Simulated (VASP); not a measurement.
# TiO2 (C2/c) in VASP: further runs, part 2 of 2

VASP 6.6.1. Earlier steps stand in the parts before.

## (3) Single point, LDA

This run uses another cell than the first one, of 13.12 Å³/atom, 1.037 times its volume.

INCAR

```
PREC = Accurate ; ENCUT = 520
EDIFF = 1E-6 ; ISMEAR = 0
SIGMA = 0.01 ; LREAL = F
LASPH = T ; NELM = 80
ALGO = Normal ; ISIF = 2
LWAVE = F ; LCHARG = F
NBANDS = 33
```

KPOINTS

```
Automatic mesh
0
Gamma
  6 6 4
```

POSCAR

```
TiO2
1.0
    2.8102131169     -2.8108580246      0.0000000000
    2.8102131169      2.8108580246      0.0000000000
   -2.7349188369      0.0000000000      4.9813018662
Ti O
2 4
Direct
    0.1341100000      0.8658900000      0.2500000000
    0.8658900000      0.1341100000      0.7500000000
    0.3312210000      0.0887550000      0.6671490000
    0.6687790000      0.9112450000      0.3328510000
    0.9112450000      0.6687790000      0.8328510000
    0.0887550000      0.3312210000      0.1671490000
```

Potentials or basis: VASP PAW LDA potentials, release 64 (Ti_sv, O).

Started as:

```sh
$ cat potpaw_LDA.64/Ti_sv/POTCAR potpaw_LDA.64/O/POTCAR > POTCAR
$ mpirun -np 1 vasp_std > vasp.out
```

OUTCAR:

```text
PREC = Accurate
   ENCUT = 520
   EDIFF = 1E-6
   ISMEAR = 0
   LREAL = F
   LASPH = T
   NELM = 80
   ISIF = 2

 ion  position               nearest neighbor table
   1  0.134  0.866  0.250-   4 2.01   6 2.01   6 2.05   4 2.05   3 2.08   5 2.08
   2  0.866  0.134  0.750-   5 2.01   3 2.01   5 2.05   3 2.05   6 2.08   4 2.08
   3  0.331  0.089  0.667-   2 2.01   2 2.05   1 2.08
   4  0.669  0.911  0.333-   1 2.01   1 2.05   2 2.08
   5  0.911  0.669  0.833-   2 2.01   2 2.05   1 2.08
   6  0.089  0.331  0.167-   1 2.01   1 2.05   2 2.08

  LATTYP: Found a base centered monoclinic cell.
 ALAT       =     5.6204262338
 B/A-ratio  =     1.0002294871
 C/A-ratio  =     1.0110809974
 COS(beta)  =    -0.4812705001

  Lattice vectors:

 A1 = (   2.8102131169,  -2.8108580246,   0.0000000000)
 A2 = (   2.8102131169,   2.8108580246,   0.0000000000)
 A3 = (  -2.7349188369,   0.0000000000,   4.9813018662)

Analysis of symmetry for initial positions (statically):
=====================================================================
 Subroutine PRICEL returns:
 Original cell was already a primitive cell.

 Routine SETGRP: Setting up the symmetry group for a
 base centered monoclinic supercell.

 Subroutine GETGRP returns: Found  4 space group operations
 (whereof  2 operations were pure point group operations)
 out of a pool of  4 trial point group operations.

The static configuration has the point symmetry S_2 .
 The point group associated with its full space group is C_2h.

Analysis of symmetry for dynamics (positions and initial velocities):
=====================================================================
 Subroutine PRICEL returns:
 Original cell was already a primitive cell.

 Routine SETGRP: Setting up the symmetry group for a
[... 132 lines left out ...]
   IALGO  =     38    algorithm
   IMIX   =      4    mixing-type and parameters
     AMIX     =   0.40;   BMIX     =  1.00
     AMIX_MAG =   1.60;   BMIX_MAG =  1.00
  volume/ion in A,a.u.               =      13.12        88.51
  Fermi-wavevector in a.u.,A,eV,Ry     =   1.388369  2.623637 26.226161  1.927568
  Thomas-Fermi vector in A             =   2.512502
   LORBIT       =      0    0 simple, 1 ext, 2 COOP (PROOUT), +10 PAW based schemes
   GGA     = CA    functional components
   LHFCALC =     F    Hartree Fock is set to
   AEXX    =    0.0000 exact exchange contribution
   IVDW    =     0    specifies the selected vdW correction
   LEPSILON=     F    determine dielectric tensor
   LRPA    =     F    only Hartree local field effects (RPA)
 non-spin polarized calculation
 Gauss-broadening in eV      SIGMA  =   0.01
  energy-cutoff  :      520.00
  volume of cell :       78.70
 maximum number of plane-waves:      2146
 NGX is ok and might be reduce to    30
   NGX = 15   NGY = 15   NGZ = 21

 number of electron      47.9999999 magnetization

 Free energy of the ion-electron system (eV)
  ---------------------------------------------------
  ext. energy  EPLUGINS =         0.00000000
  ---------------------------------------------------
  free energy    TOTEN  =       -57.59928432 eV

  energy without entropy =      -57.59928432  energy(sigma->0) =      -57.59928432

 E-fermi :   1.8804     XC(G=0): -10.6328

 val. band max:        1.8384590818   @ k =   0.5000   0.5000   0.0000
 cond. band min:       3.5472376538   @ k =   0.0000   0.0000   0.0000
 fundamental gap:      1.7087785720
 Fermi energy:         1.8803737308

 k-point     1 :       0.0000    0.0000    0.0000
  band No.  band energies     occupation
      1     -54.3608      2.00000
      2     -54.3280      2.00000
      3     -31.0639      2.00000
      4     -30.9142      2.00000
      5     -30.9132      2.00000
      6     -30.8742      2.00000
[... 853 lines left out ...]
     32       6.7292      0.00000
     33       6.9701      0.00000

 [... further k-points ...]

------------------------ aborting loop because EDIFF is reached ----------------------------------------

  FORCE on cell =-STRESS in cart. coord.  units (eV):
  Direction    XX          YY          ZZ          XY          YZ          ZX
  --------------------------------------------------------------------------------------
  -------------------------------------------------------------------------------------
  Total      -13.6119303    -13.6079036    -13.8987772      0.0000000      0.0000000     -0.5423975
  in kB     -277.1272772   -277.0452971   -282.9672359      0.0000000      0.0000000    -11.0427491
  external PRESSURE =    -279.0466034 kB  Pullay stress =       0.0000000 kB

 VOLUME and BASIS-vectors are now :
 -----------------------------------------------------------------------------
  energy-cutoff  :      520.00
  volume of cell :       78.70
      direct lattice vectors                 reciprocal lattice vectors
     2.810213117 -2.810858025  0.000000000     0.177922449 -0.177881627  0.097686001
     2.810213117  2.810858025  0.000000000     0.177922449  0.177881627  0.097686001
    -2.734918837  0.000000000  4.981301866     0.000000000  0.000000000  0.200750733

 POSITION                                       TOTAL-FORCE (eV/Angst)
 -----------------------------------------------------------------------------------
      2.12648      2.05693      1.24533         0.000000     -0.054824      0.000000
      0.75902     -2.05693      3.73598         0.000000      0.054824      0.000000
     -0.64438     -0.68154      3.32327         0.091787     -0.145223     -0.823164
      3.52988      0.68154      1.65803        -0.091787      0.145223      0.823164
      2.16242     -0.68154      4.14868        -0.091787     -0.145223      0.823164
      0.72308      0.68154      0.83262         0.091787      0.145223     -0.823164
 -----------------------------------------------------------------------------------
    total drift:                                0.000000     -0.000000     -0.000000

  FREE ENERGIE OF THE ION-ELECTRON SYSTEM (eV)
  ---------------------------------------------------
  free  energy   TOTEN  =       -57.5992843180 eV

  energy  without entropy=      -57.5992843180  energy(sigma->0) =      -57.59928432
```

Wall time 62 s (1 thread of Intel Xeon 6975P-C (Granite Rapids), shared host); peak memory 0.22 GiB.

Results:

```yaml
Free_energy: -57.5993 eV
Pressure: -27.9 GPa
Largest_force: 0.841 eV/Å
Band_gap_on_the_k_mesh: 1.71 eV, indirect (least direct gap 2.01 eV)
```

Forces on the atoms (eV/Å):
```
Ti   0.000 -0.055  0.000
Ti   0.000  0.055  0.000
O    0.092 -0.145 -0.823
O   -0.092  0.145  0.823
O   -0.092 -0.145  0.823
O    0.092  0.145 -0.823
```

Levels at points of the mesh, in eV from the valence-band top:
| k point | band 20 | band 21 | band 22 | band 23 | band 24 | band 25 | band 26 | band 27 | band 28 | band 29 |
| --- | --- | --- | --- | --- | --- | --- | --- | --- | --- | --- |
| (0.00, 0.00, 0.00) | -0.83 | -0.83 | -0.73 | -0.36 | -0.36 | 1.71 | 2.30 | 3.15 | 3.16 | 3.24 |
| (0.50, 0.00, 0.00) | -1.79 | -1.65 | -0.98 | -0.76 | -0.61 | 2.66 | 2.78 | 2.81 | 3.00 | 3.46 |
| (0.50, 0.50, 0.00) | -2.20 | -1.98 | -1.72 | -0.02 | 0.00 | 2.65 | 2.69 | 2.92 | 3.22 | 3.95 |
| (0.00, 0.00, 0.50) | -1.28 | -1.24 | -1.24 | -0.15 | -0.15 | 1.99 | 1.99 | 3.00 | 3.00 | 3.42 |
| (0.50, 0.00, 0.50) | -1.71 | -1.67 | -0.98 | -0.75 | -0.61 | 2.54 | 2.86 | 2.88 | 2.92 | 3.52 |
| (0.50, 0.50, 0.50) | -2.33 | -1.85 | -1.85 | -0.02 | -0.02 | 2.68 | 2.68 | 3.07 | 3.07 | 3.97 |

## (4) Single point, LDA

This run uses another cell than the first one, of 11.24 Å³/atom, 0.889 times its volume.

INCAR

```
SYSTEM = TiO2
PREC = Accurate
ENCUT = 910
EDIFF = 1E-6
ISMEAR = 0
SIGMA = 0.01
LREAL = .FALSE.
LASPH = .TRUE.
NELM = 120
ALGO = Normal
ISIF = 2
LWAVE = .FALSE.
LCHARG = .TRUE.
LELF = .TRUE.
LVHAR = .TRUE.
NBANDS = 33
GGA_COMPAT = .FALSE.
```

KPOINTS

```
regular mesh
0
G
  6 6 4
  0 0 0
```

POSCAR: that of step 3 with these lines changed.

```diff
@@ -2,5 +2,5 @@
 1.0
-    2.8102131169     -2.8108580246      0.0000000000
-    2.8102131169      2.8108580246      0.0000000000
-   -2.7349188369      0.0000000000      4.9813018662
+    2.6694614897     -2.6700740968      0.0000000000
+    2.6694614897      2.6700740968      0.0000000000
+   -2.5979383801      0.0000000000      4.7318096342
 Ti O
```

Potentials or basis: VASP PAW LDA potentials, release 64 (Ti_sv, O_h).

Started as:

```sh
$ cat potpaw_LDA.64/Ti_sv/POTCAR potpaw_LDA.64/O_h/POTCAR > POTCAR
$ mpirun -np 1 vasp_std > vasp.out
```

It took 3.1 min on 1 thread of Intel Xeon 6975P-C (Granite Rapids), shared host; peak memory 0.35 GiB.

It converged, with:

```yaml
Free_energy: -58.8598 eV
Pressure: -4.1 GPa
Largest_force: 0.109 eV/Å
Band_gap_on_the_k_mesh: 2.04 eV, indirect (least direct gap 2.38 eV)
```

Forces in eV/Å, atoms in the order of the input:
```
Ti   0.000  0.109  0.000
Ti   0.000 -0.109  0.000
O   -0.020 -0.005 -0.082
O    0.020  0.005  0.082
O    0.020 -0.005  0.082
O   -0.020  0.005 -0.082
```

Stress tensor (GPa, compression positive):
```
-4.26  0.00 -0.10
 0.00 -4.32  0.00
-0.10  0.00 -3.70
```

Levels at points of the mesh, in eV from the valence-band top:
| k point | band 20 | band 21 | band 22 | band 23 | band 24 | band 25 | band 26 | band 27 | band 28 | band 29 |
| --- | --- | --- | --- | --- | --- | --- | --- | --- | --- | --- |
| (0.00, 0.00, 0.00) | -0.79 | -0.74 | -0.70 | -0.48 | -0.48 | 2.04 | 2.84 | 3.96 | 3.97 | 4.01 |
| (0.50, 0.00, 0.00) | -2.04 | -1.99 | -0.99 | -0.82 | -0.61 | 3.29 | 3.47 | 3.51 | 3.78 | 4.28 |
| (0.50, 0.50, 0.00) | -2.54 | -2.29 | -1.95 | -0.01 | 0.00 | 3.33 | 3.37 | 3.67 | 4.03 | 4.91 |
| (0.00, 0.00, 0.50) | -1.36 | -1.25 | -1.25 | -0.11 | -0.11 | 2.42 | 2.42 | 3.78 | 3.78 | 4.22 |
| (0.50, 0.00, 0.50) | -2.01 | -1.94 | -0.97 | -0.82 | -0.62 | 3.14 | 3.59 | 3.61 | 3.65 | 4.36 |
| (0.50, 0.50, 0.50) | -2.68 | -2.12 | -2.12 | -0.02 | -0.02 | 3.36 | 3.36 | 3.86 | 3.86 | 4.94 |

Caveat: the cutoff is under 1.25 times the usual one of these potentials, so pressure, stress and relaxed cells hold a basis-set (Pulay) error.

## (5) The runs side by side

```csv
potentials or basis,cell,cutoff (eV),second run,gap on the mesh (eV),pressure (GPa),largest force (eV/Å)
"VASP PAW LDA potentials, release 64 (Ti_sv, O)","a = 3.927, b = 3.927, c = 5.614 Å, angles 109.9, 109.9, 90.0°, 6 atoms",520,-,1.79,-23.8,0.69
"VASP PAW LDA potentials, release 64 (Ti_sv, O)","a = 3.975, b = 3.975, c = 5.683 Å, angles 109.9, 109.9, 90.0°, 6 atoms",520,-,1.71,-27.9,0.84
"VASP PAW LDA potentials, release 64 (Ti_sv, O_h)","a = 3.776, b = 3.776, c = 5.398 Å, angles 109.9, 109.9, 90.0°, 6 atoms",910,hard_potentials,2.04,-4.1,0.11
```

Alike in all rows: task single point; level LDA; no spin polarisation; k mesh 6 × 6 × 4; smearing gaussian 0.01 eV.

Caveats: the cutoff is under 1.25 times the usual one of these potentials, so pressure, stress and relaxed cells hold a basis-set (Pulay) error (some runs).

Total energies depend on the potentials used, so only differences within one code and one set of settings carry meaning.
